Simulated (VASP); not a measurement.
Sb: single point with r2SCAN

Crystal: Sb.

```
CELL_PARAMETERS angstrom
-1.57654 1.57654 2.71194
1.57654 -1.57654 2.71194
1.57654 1.57654 -2.71194
ATOMIC_POSITIONS crystal
Sb 0.00000 0.00000 0.00000
```

* Program: VASP 6.6.1
* Task: single point
* Functional: r2SCAN
* Potentials or basis: VASP PAW PBE potentials, release 64 (Sb)
* Cutoff: 550 eV
* k mesh: 22 × 22 × 22
* Occupations: gaussian, width 0.15 eV
* Spin: no spin polarisation
* Dipole correction: no
* Further INCAR settings: ALGO = Normal; EDIFF = 1e-06; NBANDS = 8

| Property | Result |
| --- | --- |
| Pressure | 1.2 GPa |
| Band gap on the k mesh | zero (an odd number of electrons rules out a gap without spin polarisation) |

Stress tensor (GPa, compression positive):
```
0.88 0.00 0.00
0.00 0.88 0.00
0.00 0.00 1.92
```

Levels at points of the mesh, in eV from the Fermi level:
```csv
k point,band 1,band 2,band 3,band 4,band 5,band 6
"(0.00, 0.00, 0.00)",-13.60,4.86,5.74,5.74,9.71,11.21
"(0.50, 0.00, 0.00)",-9.51,-6.13,1.82,5.68,6.55,10.75
"(0.50, 0.50, 0.00)",-6.79,-4.73,-1.18,0.62,3.91,4.62
"(0.50, 0.50, 0.50)",-9.66,-6.01,2.21,2.21,6.13,6.72
```

Wall time 11 min on 1 thread of Oxide Virtual Turin-like Processor, on a shared host, peak memory 0.29 GiB.

Caveat: the PAW data sets were made with another functional, which shifts forces and pressure a little; spin-orbit coupling is left out, which moves the levels of the heavy elements; an odd number of electrons without spin polarisation forces a metal; a magnetic or distorted state may lie lower.
